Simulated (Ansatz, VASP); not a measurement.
CdS: VASP beside Ansatz

The input INCAR:

```
SYSTEM = CdS
PREC = Accurate ; ENCUT = 500
EDIFF = 1E-6 ; ISMEAR = 0
SIGMA = 0.02 ; LREAL = .FALSE.
LASPH = .TRUE. ; NELM = 120
ALGO = Normal ; ISIF = 2
LWAVE = .FALSE. ; LCHARG = .FALSE.
GGA = PE ; IVDW = 12
NBANDS = 16 ; GGA_COMPAT = .FALSE.
```

KPOINTS

```
regular mesh
0
G
  8 8 8
  0 0 0
```

Contents of POSCAR:

```
CdS
1.0
    0.0000000000      2.9264805345      2.9264805345
    2.9264805345      0.0000000000      2.9264805345
    2.9264805345      2.9264805345      0.0000000000
Cd S
1 1
Direct
    0.0000000000      0.0000000000      0.0000000000
    0.2500000000      0.2500000000      0.2500000000
```

Input for Ansatz:

```yaml
crystal:
  lattice:
    - [0.0, 2.9264805383, 2.9264805383]
    - [2.9264805383, 0.0, 2.9264805383]
    - [2.9264805383, 2.9264805383, 0.0]
  atoms:
    - { symbol: Cd, position: [0.0, 0.0, 0.0] }
    - { symbol: S, position: [0.25, 0.25, 0.25] }
basis:
  ecutwfc: 420
kpoints:
  mp_grid: { grid: [8, 8, 8] }
  band_path:
    path:
      - [[0.0, 0.0, 0.0], [-0.5, -0.5, 0.0], [-0.375, -0.375, 0.25]]
      - [[-0.375, 0.0, 0.375], [0.0, 0.0, 0.0], [0.0, 0.0, 0.5], [-0.5, -0.25, 0.25], [-0.5, -0.5, 0.0]]
    npoints: 10
hamiltonian:
  xc: pbe
  dispersion: d3bj
  pseudopotentials: { kind: paw, azcp: { folder: soft_1 } }
scf:
  occupations: { method: gaussian, width: 0.02 }
  n_extra_bands: 7
output:
  forces: true
  stress: true
  eigenvalues: true
  write_density: true
  write_potential: true
  elf: true
  volumetric_format: npy
```

Alike in both runs: task single point; functional PBE; dispersion D3(BJ); k mesh 8 × 8 × 8; occupations gaussian, width 0.02 eV; no spin polarisation.

|  | VASP | Ansatz |
| --- | --- | --- |
| version | VASP 6.6.1 | Ansatz 0.2.0 |
| potentials or method | VASP PAW PBE potentials, release 64 (Cd, S), cutoff 500 eV | scalar-relativistic, plane waves, PAW |
| valence electrons in the cell | 18 | 26 |

VASP gave:

```
gap on the k mesh at the Fermi level (eV) : 1.13
least direct gap on the mesh (eV)         : 1.13
pressure (GPa)                            : 0.3
```

Question: What did Ansatz give for the same quantities?

Answer: gap on the k mesh at the Fermi level (eV): 1.12; least direct gap on the mesh (eV): 1.12; pressure (GPa): 0.0.

VASP's potentials hold 18 valence electrons a cell and Ansatz's 26, so a difference there can come from the potentials and not from the codes.
